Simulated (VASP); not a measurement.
# LiC3 (Pm-3m) in VASP: notebook, part 2 of 2

VASP 6.6.1. The steps go on from the part before.

### Step 4. Relaxation of cell and atoms, PBE

This run uses another cell than the first one, of 8.51 Å³/atom.

INCAR

```
SYSTEM = LiC3
PREC = Accurate ; ENCUT = 600
EDIFF = 1E-6 ; ISMEAR = 0
SIGMA = 0.1 ; LREAL = .False.
LASPH = .True. ; NELM = 80
ALGO = Normal ; ISIF = 3
LWAVE = .False. ; LCHARG = .False.
GGA = PE ; IBRION = 2
NSW = 90 ; EDIFFG = -0.04
```

KPOINTS

```
regular mesh
0
Gamma
  6 6 6
  0 0 0
```

POSCAR

```
LiC3
1.0
    3.2408255504      0.0000000000      0.0000000000
    0.0000000000      3.2408255504      0.0000000000
    0.0000000000      0.0000000000      3.2408255504
Li C
1 3
Direct
    0.0000000000      0.0000000000      0.0000000000
    0.0000000000      0.5000000000      0.5000000000
    0.5000000000      0.0000000000      0.5000000000
    0.5000000000      0.5000000000      0.0000000000
```

Potentials or basis: VASP PAW PBE potentials, release 64 (Li_sv, C).

The run is started by

```
$ cat potpaw_PBE.64/Li_sv/POTCAR potpaw_PBE.64/C/POTCAR > POTCAR
$ mpirun -np 1 vasp_std > vasp.out
```

OUTCAR:

```text
SYSTEM = LiC3
   PREC = Accurate
   ENCUT = 600
   EDIFF = 1E-6
   ISMEAR = 0
   LREAL = .False.
   LASPH = .True.
   NELM = 80
   ISIF = 3
   GGA = PE
   IBRION = 2
   NSW = 90
   EDIFFG = -0.04

 ion  position               nearest neighbor table
   1  0.000  0.000  0.000-   2 2.29   3 2.29   4 2.29   2 2.29   3 2.29   2 2.29   4 2.29   2 2.29
                             3 2.29   4 2.29   3 2.29   4 2.29
   2  0.000  0.500  0.500-   1 2.29   1 2.29   1 2.29   1 2.29
   3  0.500  0.000  0.500-   1 2.29   1 2.29   1 2.29   1 2.29
   4  0.500  0.500  0.000-   1 2.29   1 2.29   1 2.29   1 2.29

  LATTYP: Found a simple cubic cell.
 ALAT       =     3.2408255504

  Lattice vectors:

 A1 = (   3.2408255504,   0.0000000000,   0.0000000000)
 A2 = (   0.0000000000,   3.2408255504,   0.0000000000)
 A3 = (   0.0000000000,   0.0000000000,   3.2408255504)

Analysis of symmetry for initial positions (statically):
=====================================================================
 Subroutine PRICEL returns:
 Original cell was already a primitive cell.

 Routine SETGRP: Setting up the symmetry group for a
[... 160 lines left out ...]

 number of electron      15.0000012 magnetization

 Free energy of the ion-electron system (eV)
  ---------------------------------------------------
  ext. energy  EPLUGINS =         0.00000000
  ---------------------------------------------------
  free energy    TOTEN  =       -18.36154982 eV

  energy without entropy =      -18.35274969  energy(sigma->0) =      -18.35714976

------------------------ aborting loop because EDIFF is reached ----------------------------------------

  FORCE on cell =-STRESS in cart. coord.  units (eV):
  Direction    XX          YY          ZZ          XY          YZ          ZX
  --------------------------------------------------------------------------------------
  -------------------------------------------------------------------------------------
  Total       -3.9005968     -3.9005968     -3.9005968     -0.0000000      0.0000000     -0.0000000
  in kB     -183.6008457   -183.6008457   -183.6008457     -0.0000000      0.0000000     -0.0000000
  external PRESSURE =    -183.6008457 kB  Pullay stress =       0.0000000 kB
[... 63 lines left out ...]
--------------------------------------- Ionic step        3  -------------------------------------------

 number of electron      15.0000003 magnetization

 Free energy of the ion-electron system (eV)
  ---------------------------------------------------
  ext. energy  EPLUGINS =         0.00000000
  ---------------------------------------------------
  free energy    TOTEN  =       -18.78836445 eV

  energy without entropy =      -18.78213833  energy(sigma->0) =      -18.78525139

 E-fermi :   7.1737     XC(G=0): -12.2050

 val. band max:        7.1716816758   @ k =   0.5000   0.5000   0.0000
 cond. band min:       7.2244769924   @ k =   0.5000   0.5000   0.0000
 fundamental gap:      0.0527953166
 Fermi energy:         7.1737358953

 k-point     1 :       0.0000    0.0000    0.0000
  band No.  band energies     occupation
      1     -38.0262      2.00000
      2      -9.9883      2.00000
      3       1.6330      2.00000
      4       1.6330      2.00000
      5       1.6330      2.00000
      6       2.1774      2.00000
      7       2.1774      2.00000
      8       9.8743      0.00000
      9       9.8743      0.00000
     10       9.8743      0.00000
     11      13.0444      0.00000
[... 295 lines left out ...]
  FREE ENERGIE OF THE ION-ELECTRON SYSTEM (eV)
  ---------------------------------------------------
  free  energy   TOTEN  =       -18.7883644459 eV

  energy  without entropy=      -18.7821383297  energy(sigma->0) =      -18.78525139

 reached required accuracy - stopping structural energy minimisation
```

OSZICAR:

```text
N       E                     dE             d eps       ncg     rms          rms(c)
DAV:   1     0.406774357091E+02    0.40677E+02   -0.72787E+03   440   0.142E+03
DAV:   2    -0.148285747026E+02   -0.55506E+02   -0.51314E+02   550   0.215E+02
DAV:   3    -0.182523658485E+02   -0.34238E+01   -0.32783E+01   614   0.463E+01
[... 21 lines left out ...]
DAV:   2    -0.188019129082E+02    0.30581E-01   -0.81122E-02   506   0.306E+00    0.891E-01
DAV:   3    -0.187885602282E+02    0.13353E-01   -0.34921E-02   458   0.144E+00    0.142E-01
DAV:   4    -0.187883978072E+02    0.16242E-03   -0.10748E-03   666   0.254E-01    0.620E-02
DAV:   5    -0.187883647799E+02    0.33027E-04   -0.59015E-05   742   0.699E-02    0.116E-02
DAV:   6    -0.187883644459E+02    0.33406E-06   -0.56642E-06   485   0.204E-02
   3 F= -.18788364E+02 E0= -.18785251E+02  d E =-.426815E+00
```

Wall time 18 s (1 thread of Intel Xeon Platinum 8259CL at 2.50GHz (Skylake/Cascade Lake), shared host); peak memory 0.15 GiB.

What came out:

```
Free energy                           : -18.7884 eV
Relaxed volume                        : 6.96 Å³/atom
Relaxed cell                          : a = 3.031 Å, b = 3.031 Å, c = 3.031 Å, α = 90.00°, β = 90.00°, γ = 90.00°
Space group after relaxing (to 0.1 Å) : Pm-3m (No. 221)
Energy gained by relaxing             : 106.7 meV/atom
Ionic steps                           : 3
Pressure after relaxing               : -0.7 GPa
Band gap on the k mesh                : zero (an odd number of electrons rules out a gap without spin polarisation)
```

Step by step:
| step | energy change (eV) | largest force (eV/Å) | pressure (GPa) | volume (Å³) |
| --- | --- | --- | --- | --- |
| 1 | 0.0000 | 0.0000 | -18.36 | 34.04 |
| 2 | -0.3855 | 0.0000 | -7.23 | 29.46 |
| 3 | -0.4268 | 0.0000 | -0.69 | 27.85 |

Final structure:
```
Li C
1.0
     3.03104    0.00000    0.00000
     0.00000    3.03104    0.00000
     0.00000    0.00000    3.03104
Li C
1 3
Direct
  0.00000 0.00000 0.00000
  0.00000 0.50000 0.50000
  0.50000 0.00000 0.50000
  0.50000 0.50000 0.00000
```

Levels at points of the mesh, in eV from the Fermi level:
| k point | band 4 | band 5 | band 6 | band 7 | band 8 | band 9 | band 10 | band 11 |
| --- | --- | --- | --- | --- | --- | --- | --- | --- |
| (0.00, 0.00, 0.00) | -5.54 | -5.54 | -5.00 | -5.00 | 2.70 | 2.70 | 2.70 | 5.87 |
| (0.50, 0.00, 0.00) | -3.83 | -3.31 | -3.31 | -0.88 | -0.88 | -0.07 | 1.57 | 2.72 |
| (0.50, 0.50, 0.00) | -11.44 | -6.71 | -0.21 | 0.00 | 0.00 | 0.05 | 1.64 | 1.64 |
| (0.50, 0.50, 0.50) | -9.17 | -8.83 | -6.91 | -6.91 | -6.91 | 6.92 | 6.92 | 6.95 |

Caveat: the cutoff is under 1.25 times the usual one of these potentials, so pressure, stress and relaxed cells hold a basis-set (Pulay) error; the volume moved by over 15 % at a fixed basis, so the end points are rough; an odd number of electrons without spin polarisation forces a metal; a magnetic or distorted state may lie lower.

### Step 5. Single point, PBE

This run uses another cell than the first one, of 6.88 Å³/atom.

INCAR

```
PREC = Accurate
ENCUT = 520
EDIFF = 1E-6
ISMEAR = 0
SIGMA = 0.1
LREAL = False
LASPH = True
NELM = 80
ALGO = Normal
ISIF = 2
LWAVE = False
LCHARG = False
GGA = PE
NBANDS = 16
```

KPOINTS

```
regular mesh
0
Gamma
  16 16 16
```

POSCAR

```
LiC3
1.0
    3.0197873092      0.0000000000      0.0000000000
    0.0000000000      3.0197873092      0.0000000000
    0.0000000000      0.0000000000      3.0197873092
Li C
1 3
Direct
    0.0000000000      0.0000000000      0.0000000000
    0.0000000000      0.5000000000      0.5000000000
    0.5000000000      0.0000000000      0.5000000000
    0.5000000000      0.5000000000      0.0000000000
```

The run is started by

```
$ cat potpaw_PBE.64/Li_sv/POTCAR potpaw_PBE.64/C/POTCAR > POTCAR
$ mpirun -np 1 vasp_std > vasp.out
```

It took 31 s on 1 thread of Intel Xeon Platinum 8259CL at 2.50GHz (Skylake/Cascade Lake), shared host; peak memory 0.17 GiB.

It converged, with:

* Free energy: -18.7688 eV
* Band gap on the k mesh: zero (an odd number of electrons rules out a gap without spin polarisation)

Levels at points of the mesh, in eV from the Fermi level:
| k point | band 6 | band 7 | band 8 | band 9 | band 10 | band 11 |
| --- | --- | --- | --- | --- | --- | --- |
| (0.00, 0.00, 0.00) | -4.76 | -4.76 | 2.93 | 2.93 | 2.93 | 6.11 |
| (0.50, 0.00, 0.00) | -3.18 | -0.70 | -0.70 | 0.12 | 1.75 | 3.00 |
| (0.50, 0.50, 0.00) | -0.06 | 0.19 | 0.19 | 0.27 | 1.89 | 1.89 |
| (0.50, 0.50, 0.50) | -6.79 | -6.79 | -6.79 | 7.17 | 7.17 | 7.23 |

Caveat: the cutoff is under 1.25 times the usual one of these potentials, so pressure, stress and relaxed cells hold a basis-set (Pulay) error; an odd number of electrons without spin polarisation forces a metal; a magnetic or distorted state may lie lower.

### Step 6. Relaxation of cell and atoms, PBE

INCAR

```
SYSTEM = LiC3
PREC     = Accurate       ! precision mode
ENCUT    = 600            ! plane-wave cutoff, eV
EDIFF    = 1E-7           ! SCF threshold, eV
ISMEAR   = 0              ! smearing method
SIGMA    = 0.1            ! smearing width, eV
LREAL    = .False.        ! projectors in reciprocal space
LASPH    = .True.         ! aspherical terms in the spheres
NELM     = 60             ! most SCF steps
ALGO     = Normal         ! electronic algorithm
ISIF     = 3              ! what is computed and relaxed
LWAVE    = .False.        ! write WAVECAR
LCHARG   = .False.        ! write CHGCAR
GGA      = PE             ! functional
IBRION   = 2              ! ionic algorithm
NSW      = 100            ! ionic steps
EDIFFG   = -0.01          ! ionic threshold
```

KPOINTS

```
regular mesh
0
Gamma
  16 16 16
  0 0 0
```

POSCAR

```
LiC3
1.0
    3.0273076897      0.0000000000      0.0000000000
    0.0000000000      3.0273076897      0.0000000000
    0.0000000000      0.0000000000      3.0273076897
Li C
1 3
Direct
    0.0000000000      0.0000000000      0.0000000000
    0.0000000000      0.5000000000      0.5000000000
    0.5000000000      0.0000000000      0.5000000000
    0.5000000000      0.5000000000      0.0000000000
```

Potentials or basis: VASP PAW PBE potentials, release 64 (Li_sv, C).

The run is started by

```
$ cat potpaw_PBE.64/Li_sv/POTCAR potpaw_PBE.64/C/POTCAR > POTCAR
$ mpirun -np 1 vasp_std > vasp.out
```

It took 40 s on 1 thread of Intel Xeon Platinum 8259CL at 2.50GHz (Skylake/Cascade Lake), shared host; peak memory 0.17 GiB.

It converged, with:

* Free energy: -18.7714 eV
* Relaxed volume: 6.89 Å³/atom
* Relaxed cell: a = 3.021 Å, b = 3.021 Å, c = 3.021 Å, α = 90.00°, β = 90.00°, γ = 90.00°
* Space group after relaxing (to 0.1 Å): Pm-3m (No. 221)
* Energy gained by relaxing: 0.2 meV/atom
* Ionic steps: 2
* Pressure after relaxing: -0.2 GPa
* Band gap on the k mesh: zero (an odd number of electrons rules out a gap without spin polarisation)

The path:
```tsv
step	energy change (eV)	largest force (eV/Å)	pressure (GPa)	volume (Å³)
1	0.0000	0.0000	-1.04	27.74
2	-0.0007	0.0000	-0.20	27.56
```

Final structure:
```yaml
crystal:
  lattice:
    - [3.02073, 0.00000, 0.00000]
    - [0.00000, 3.02073, 0.00000]
    - [0.00000, 0.00000, 3.02073]
  atoms:
    - { symbol: Li, position: [0.00000, 0.00000, 0.00000] }
    - { symbol: C, position: [0.00000, 0.50000, 0.50000] }
    - { symbol: C, position: [0.50000, 0.00000, 0.50000] }
    - { symbol: C, position: [0.50000, 0.50000, 0.00000] }
```

Levels at points of the mesh, in eV from the Fermi level:
```tsv
k point	band 5	band 6	band 7	band 8	band 9	band 10	band 11
(0.00, 0.00, 0.00)	-5.41	-4.77	-4.77	2.93	2.93	2.93	6.11
(0.50, 0.00, 0.00)	-3.17	-3.17	-0.69	-0.69	0.12	1.75	3.00
(0.50, 0.50, 0.00)	-6.57	-0.06	0.19	0.19	0.27	1.89	1.89
(0.50, 0.50, 0.50)	-8.77	-6.78	-6.78	-6.78	7.16	7.17	7.22
```

Caveat: the cutoff is under 1.25 times the usual one of these potentials, so pressure, stress and relaxed cells hold a basis-set (Pulay) error; an odd number of electrons without spin polarisation forces a metal; a magnetic or distorted state may lie lower.

### Step 7. Summary

```tsv
task	cell	k mesh	cutoff (eV)	gap on the mesh (eV)	pressure (GPa)
single point	a = 3.027 Å, 4 atoms	6 × 6 × 6	520	none	-
single point	a = 3.241 Å, 4 atoms	6 × 6 × 6	520	none	-
relaxation of cell and atoms	relaxed from a = 3.241 Å, 4 atoms	6 × 6 × 6	600	none	-0.7
single point	a = 3.020 Å, 4 atoms	16 × 16 × 16	520	none	-
relaxation of cell and atoms	relaxed from a = 3.027 Å, 4 atoms	16 × 16 × 16	600	none	-0.2
```

Alike in all rows: level PBE; potentials or basis VASP PAW PBE potentials, release 64 (Li_sv, C); no spin polarisation; smearing gaussian 0.1 eV.

Caveats: the cutoff is under 1.25 times the usual one of these potentials, so pressure, stress and relaxed cells hold a basis-set (Pulay) error; an odd number of electrons without spin polarisation forces a metal; a magnetic or distorted state may lie lower; the volume moved by over 15 % at a fixed basis, so the end points are rough (at least some runs).

Absolute energies hang on the potentials; compare differences alone.

The gap in the log of VASP goes by the Fermi energy; the results here count the filled bands.